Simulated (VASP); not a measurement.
# Cu (Im-3m) in VASP: notebook

Cu is run at these levels: PBEsol; tasks: single point, relaxation of cell and atoms.

All numbers are computed with VASP 6.6.1; they aren't measurements. Logs are shortened: lines on timing, memory, paths and dates and some standing lists are left out, and cuts for length are marked.

**1. The cell of the first run**

It takes space group Im-3m (No. 229, cubic). The conventional cell has a = 2.832 Å, b = 2.832 Å, c = 2.832 Å, α = 90.00°, β = 90.00°, γ = 90.00°. Within 3.2 Å of Cu (site symmetry m-3m) lie 14 Cu at 2.45 to 2.83 Å.

**2. Single point, PBEsol**

Contents of INCAR:

```
SYSTEM = Cu
ALGO = Normal
EDIFF = 1E-7
ENCUT = 520
GGA = PS
ISIF = 2
ISMEAR = 0
LASPH = .TRUE.
LCHARG = .FALSE.
LREAL = .FALSE.
LWAVE = .FALSE.
NBANDS = 12
NELM = 60
PREC = Accurate
SIGMA = 0.1
```

Contents of KPOINTS:

```
k-points
0
G
  28 28 28
  0 0 0
```

Contents of POSCAR:

```
Cu
1.0
   -1.4158986813      1.4158986813      1.4158986813
    1.4158986813     -1.4158986813      1.4158986813
    1.4158986813      1.4158986813     -1.4158986813
Cu
1
Direct
    0.0000000000      0.0000000000      0.0000000000
```

Potentials or basis: VASP PAW PBE potentials, release 64 (Cu).

Run with:

```sh
cat potpaw_PBE.64/Cu/POTCAR > POTCAR
mpirun -np 1 vasp_std > vasp.out
```

OUTCAR:

```text
SYSTEM = Cu
   EDIFF = 1E-7
   ENCUT = 520
   GGA = PS
   ISIF = 2
   ISMEAR = 0
   LASPH = .TRUE.
   LREAL = .FALSE.
   NELM = 60
   PREC = Accurate

 ion  position               nearest neighbor table
   1  0.000  0.000  0.000-

  LATTYP: Found a body centered cubic cell.
 ALAT       =     2.8317973626

  Lattice vectors:

 A1 = (  -1.4158986813,   1.4158986813,   1.4158986813)
 A2 = (   1.4158986813,  -1.4158986813,   1.4158986813)
 A3 = (   1.4158986813,   1.4158986813,  -1.4158986813)

Analysis of symmetry for initial positions (statically):
=====================================================================
 Subroutine PRICEL returns:
 Original cell was already a primitive cell.

 Routine SETGRP: Setting up the symmetry group for a
 body centered cubic supercell.

 Subroutine GETGRP returns: Found 48 space group operations
 (whereof 48 operations were pure point group operations)
 out of a pool of 48 trial point group operations.

The static configuration has the point symmetry O_h .

Analysis of symmetry for dynamics (positions and initial velocities):
=====================================================================
 Subroutine PRICEL returns:
 Original cell was already a primitive cell.

 Routine SETGRP: Setting up the symmetry group for a
 body centered cubic supercell.

 Subroutine GETGRP returns: Found 48 space group operations
 (whereof 48 operations were pure point group operations)
 out of a pool of 48 trial point group operations.

The dynamic configuration has the point symmetry O_h .

 Subroutine INISYM returns: Found 48 space group operations
 (whereof 48 operations are pure point group operations),
 and found     1 'primitive' translations

----------------------------------------------------------------------------------------

                                     Primitive cell

  volume of cell :      11.3542

  direct lattice vectors                    reciprocal lattice vectors
    -1.415898681  1.415898681  1.415898681     0.000000000  0.353132612  0.353132612
     1.415898681 -1.415898681  1.415898681     0.353132612  0.000000000  0.353132612
     1.415898681  1.415898681 -1.415898681     0.353132612  0.353132612  0.000000000

  length of vectors
[... 78 lines left out ...]
   ENCUT  =  520.0 eV  38.22 Ry    6.18 a.u.   4.56  4.56  4.56*2*pi/ulx,y,z
   NELM   =     60;   NELMIN=  2; NELMDL= -5     # of ELM steps
   EDIFF  = 0.1E-06   stopping-criterion for ELM
   LREAL  =      F    real-space projection
   EDIFFG = 0.1E-05   stopping-criterion for IOM
   NSW    =      0    number of steps for IOM
   IBRION =     -1    ionic relax: 0-MD 1-quasi-New 2-CG
   NFREE  =      0    steps in history (QN), initial steepest desc. (CG)
   ISIF   =      2    stress and relaxation
   ISYM   =      2    0-nonsym 1-usesym 2-fastsym
   POTIM  = 0.5000    time-step for ionic-motion
   TEBEG  =    0.0;   TEEND  =   0.0 temperature during run
   PSTRESS=    0.0 pullay stress
   NELECT =      11.0000    total number of electrons
   NUPDOWN=      -1.0000    fix difference up-down
   EMIN   =  10.00;   EMAX   =-10.00  energy-range for DOS
   EFERMI =   0.00;   METHOD = LEGACY
   ISMEAR =     0;   SIGMA  =   0.10  broadening in eV -4-tet -1-fermi 0-gaus
   EFERMI_NEDOS =   21; number of points for ismear=-14 and -15
   IALGO  =     38    algorithm
   IMIX   =      4    mixing-type and parameters
     AMIX     =   0.40;   BMIX     =  1.00
     AMIX_MAG =   1.60;   BMIX_MAG =  1.00
  volume/ion in A,a.u.               =      11.35        76.62
  Fermi-wavevector in a.u.,A,eV,Ry     =   1.619895  3.061158 35.702504  2.624060
  Thomas-Fermi vector in A             =   2.713922
   LORBIT       =      0    0 simple, 1 ext, 2 COOP (PROOUT), +10 PAW based schemes
   GGA     = PS    functional components
   LHFCALC =     F    Hartree Fock is set to
   AEXX    =    0.0000 exact exchange contribution
   IVDW    =     0    specifies the selected vdW correction
   LEPSILON=     F    determine dielectric tensor
   LRPA    =     F    only Hartree local field effects (RPA)
 non-spin polarized calculation
 Gauss-broadening in eV      SIGMA  =   0.10
  energy-cutoff  :      520.00
  volume of cell :       11.35
 maximum number of plane-waves:       321
   NGX =  9   NGY =  9   NGZ =  9

 number of electron      10.9999994 magnetization

 Free energy of the ion-electron system (eV)
  ---------------------------------------------------
  ext. energy  EPLUGINS =         0.00000000
  ---------------------------------------------------
  free energy    TOTEN  =        -4.27053407 eV

  energy without entropy =       -4.26828919  energy(sigma->0) =       -4.26941163

 E-fermi :   7.8996     XC(G=0): -13.1409

 val. band max:        7.8985703102   @ k =  -0.3214   0.3571   0.2500
 cond. band min:       7.9069656975   @ k =  -0.3571   0.4286   0.1429
 fundamental gap:      0.0083953873
 Fermi energy:         7.8996130073

 k-point     1 :       0.0000    0.0000    0.0000
  band No.  band energies     occupation
      1      -1.7909      2.00000
      2       4.6647      2.00000
      3       4.6647      2.00000
      4       4.6647      2.00000
      5       5.7476      2.00000
      6       5.7476      2.00000
      7      33.3246      0.00000
      8      33.3246      0.00000
      9      33.3246      0.00000
     10      37.2288      0.00000
     11      37.2288      0.00000
     12      37.2288      0.00000
[... 331 lines left out ...]
 k-point    24 :       0.3214    0.0357    0.0000
  band No.  band energies     occupation
      1       1.9127      2.00000
      2       4.0804      2.00000
      3       4.8711      2.00000
      4       5.6383      2.00000
      5       5.8419      2.00000
      6       6.0858      2.00000
      7      17.4090      0.00000
      8      26.3855      0.00000
      9      27.2220      0.00000
     10      30.5990      0.00000
     11      33.3442      0.00000
     12      39.7132      0.00000

 [... further k-points ...]
[... 5 lines left out ...]
  --------------------------------------------------------------------------------------
  -------------------------------------------------------------------------------------
  Total        0.0502341      0.0502341      0.0502341     -0.0000000     -0.0000000      0.0000000
  in kB        7.0884674      7.0884674      7.0884674     -0.0000000     -0.0000000      0.0000000
  external PRESSURE =       7.0884674 kB  Pullay stress =       0.0000000 kB

 VOLUME and BASIS-vectors are now :
 -----------------------------------------------------------------------------
  energy-cutoff  :      520.00
  volume of cell :       11.35
      direct lattice vectors                 reciprocal lattice vectors
    -1.415898681  1.415898681  1.415898681     0.000000000  0.353132612  0.353132612
     1.415898681 -1.415898681  1.415898681     0.353132612  0.000000000  0.353132612
     1.415898681  1.415898681 -1.415898681     0.353132612  0.353132612  0.000000000

 POSITION                                       TOTAL-FORCE (eV/Angst)
 -----------------------------------------------------------------------------------
      0.00000      0.00000      0.00000         0.000000     -0.000000      0.000000
 -----------------------------------------------------------------------------------
    total drift:                                0.000000     -0.000000      0.000000

  FREE ENERGIE OF THE ION-ELECTRON SYSTEM (eV)
  ---------------------------------------------------
  free  energy   TOTEN  =        -4.2705340747 eV

  energy  without entropy=       -4.2682891905  energy(sigma->0) =       -4.26941163
```

OSZICAR:

```text
N       E                     dE             d eps       ncg     rms          rms(c)
DAV:   1     0.419103626046E+02    0.41910E+02   -0.54066E+03 16796   0.156E+03
DAV:   2    -0.403798565801E+01   -0.45948E+02   -0.42413E+02 15472   0.206E+02
DAV:   3    -0.535097244710E+01   -0.13130E+01   -0.13054E+01 17416   0.396E+01
DAV:   4    -0.535871888806E+01   -0.77464E-02   -0.77454E-02 16792   0.271E+00
DAV:   5    -0.535878935684E+01   -0.70469E-04   -0.70468E-04 17412   0.262E-01    0.830E+00
DAV:   6    -0.467938477535E+01    0.67940E+00   -0.16098E+01 17408   0.774E+01    0.404E+00
DAV:   7    -0.428644575892E+01    0.39294E+00   -0.24512E+00 17568   0.300E+01    0.652E-01
DAV:   8    -0.427159404677E+01    0.14852E-01   -0.65862E-03 19192   0.833E-01    0.236E-01
DAV:   9    -0.427052527420E+01    0.10688E-02   -0.53660E-03 19236   0.124E+00    0.217E-02
DAV:  10    -0.427053355089E+01   -0.82767E-05   -0.28158E-05 20908   0.842E-02    0.673E-03
DAV:  11    -0.427053397781E+01   -0.42693E-06   -0.87643E-07 18352   0.193E-02    0.252E-04
DAV:  12    -0.427053407465E+01   -0.96838E-07   -0.94667E-09  9796   0.104E-03
   1 F= -.42705341E+01 E0= -.42694116E+01  d E =-.224488E-02
```

stdout:

```text
POSCAR found type information on POSCAR Cu
 POSCAR found :  1 types and       1 ions
 scaLAPACK will be used
 -----------------------------------------------------------------------------
|                                                                             |
|                                                                             |
|     You enforced a specific xc type in the INCAR file but a different       |
|     I HOPE YOU KNOW WHAT YOU ARE DOING!                                     |
|                                                                             |
 -----------------------------------------------------------------------------

 LDA part: xc-table for (Slater+PW92), standard interpolation
 POSCAR, INCAR and KPOINTS ok, starting setup
 FFT: planning ... GRIDC
 FFT: planning ... GRID_SOFT
 FFT: planning ... GRID
 WAVECAR not read
 entering main loop
```

Wall time 1.7 min (1 thread of AMD EPYC 7R13, shared host); peak memory 0.16 GiB.

What came out:

- Free energy: -4.2705 eV
- Pressure: 0.7 GPa

Levels at points of the mesh, in eV from the Fermi level:
| k point | band 3 | band 4 | band 5 | band 6 | band 7 | band 8 |
| --- | --- | --- | --- | --- | --- | --- |
| (0.00, 0.00, 0.00) | -3.23 | -3.23 | -2.15 | -2.15 | 25.42 | 25.42 |
| (0.50, 0.00, 0.00) | -2.20 | -2.03 | -1.38 | -0.73 | 4.54 | 17.79 |
| (0.50, 0.50, 0.50) | -1.56 | -1.56 | -1.56 | 8.32 | 8.32 | 8.32 |

Caveat: the PAW data sets were made with another functional, which shifts forces and pressure a little.

[end of part 1 of 2]
